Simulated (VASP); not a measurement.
A run of VASP 6.6.1:

Contents of INCAR:

```
SYSTEM = K3LuN2
PREC = Accurate ; ENCUT = 520
EDIFF = 1E-6 ; ISMEAR = 0
SIGMA = 0.1 ; LREAL = .False.
LASPH = .True. ; NELM = 60
ALGO = Normal ; ISIF = 2
LWAVE = .False. ; LCHARG = .False.
GGA = PE ; NBANDS = 40
```

File KPOINTS:

```
regular mesh
0
Gamma
  6 6 2
  0 0 0
```

POSCAR

```
K3LuN2
1.0
    4.4378824998      0.0000000000      0.0000000000
   -2.2189412499      3.8433189839      0.0000000000
    0.0000000000      0.0000000000      6.8044392499
K Lu N
3 1 2
Direct
    0.3333333333      0.6666666667      0.5000000000
    0.6666666667      0.3333333333      0.0000000000
    0.6666666667      0.3333333333      0.5000000000
    0.3333333333      0.6666666667      0.0000000000
    0.0000000000      0.0000000000      0.2102559915
    0.0000000000      0.0000000000      0.7897440085
```

Potentials or basis: VASP PAW PBE potentials, release 64 (K_sv, Lu, N).

Run with:

```sh
$ cat potpaw_PBE.64/K_sv/POTCAR potpaw_PBE.64/Lu/POTCAR potpaw_PBE.64/N/POTCAR > POTCAR
$ mpirun -np 1 vasp_std > vasp.out
```

Hardware: 1 thread of Intel(R) Xeon(R) 6975P-C (Granite Rapids), with other jobs on the host.

Task: How long does it take, and how much memory?

Result: Run time: 49 s on 1 thread of Intel(R) Xeon(R) 6975P-C (Granite Rapids) (shared host), peak memory 0.28 GiB. Counts: scf iterations 16, k points 14.
